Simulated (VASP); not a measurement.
ScIr: relaxation of cell and atoms with LDA

ScIr:

```xyz
2
Lattice="3.2060 0.0000 0.0000 0.0000 3.2060 0.0000 0.0000 0.0000 3.2060" Properties=species:S:1:pos:R:3 pbc="T T T"
Sc    1.6030    1.6030    1.6030
Ir    0.0000    0.0000    0.0000
```

```yaml
Program: VASP 6.6.1
Task: relaxation of cell and atoms
Functional: LDA
Potentials_or_basis: VASP PAW LDA potentials, release 64 (Sc_sv, Ir)
Cutoff: 500 eV
k_mesh: 9 × 9 × 9
Occupations: fermi-dirac, width 0.1 eV
Spin: no spin polarisation
Target_pressure: 8 GPa
Dipole_correction: no
Further_INCAR_settings: ALGO = Normal; EDIFF = 1e-07; IBRION = 2; EDIFFG = -0.02; NSW = 50; ISIF = 3
```

```yaml
Relaxed_volume: 15.31 Å³/atom
Relaxed_cell: a = 3.129 Å, b = 3.129 Å, c = 3.129 Å, α = 90.00°, β = 90.00°, γ = 90.00°
Space_group_after_relaxing_to_0.05_Å: Pm-3m (No. 221)
Energy_change_on_relaxing_the_enthalpy_is_what_falls: +1.2 meV/atom
Ionic_steps: 4
Pressure_after_relaxing: 7.8 GPa
Band_gap_on_the_k_mesh: 0.20 eV, indirect (least direct gap 1.37 eV)
```

The path:
| step | energy change (eV) | largest force (eV/Å) | pressure (GPa) | volume (Å³) |
| --- | --- | --- | --- | --- |
| 1 | 0.0000 | 0.0000 | -6.59 | 32.95 |
| 2 | 0.7792 | 0.0000 | 55.62 | 26.30 |
| 3 | -0.0023 | 0.0000 | 7.12 | 30.72 |
| 4 | 0.0023 | 0.0000 | 7.83 | 30.62 |

Final structure:
```
Sc Ir
1.0
     3.12854    0.00000    0.00000
     0.00000    3.12854    0.00000
     0.00000    0.00000    3.12854
Sc Ir
1 1
Cartesian
  1.5643 1.5643 1.5643
  0.0000 0.0000 0.0000
```

Levels at points of the mesh, in eV from the valence-band top:
```
           k point  band 8  band 9  band 10  band 11  band 12  band 13
(0.00, 0.00, 0.00)   -1.83   -1.83    -1.83     2.51     2.51     4.84
```

It took 110 s on 1 thread of Intel Xeon 8259CL, on a shared host, peak memory 0.15 GiB.

Caveat: the cell is relaxed towards a set pressure, so the enthalpy falls and the energy may rise; spin-orbit coupling is left out, which moves the levels of the heavy elements. Zero-point motion and thermal expansion aren't in these numbers.
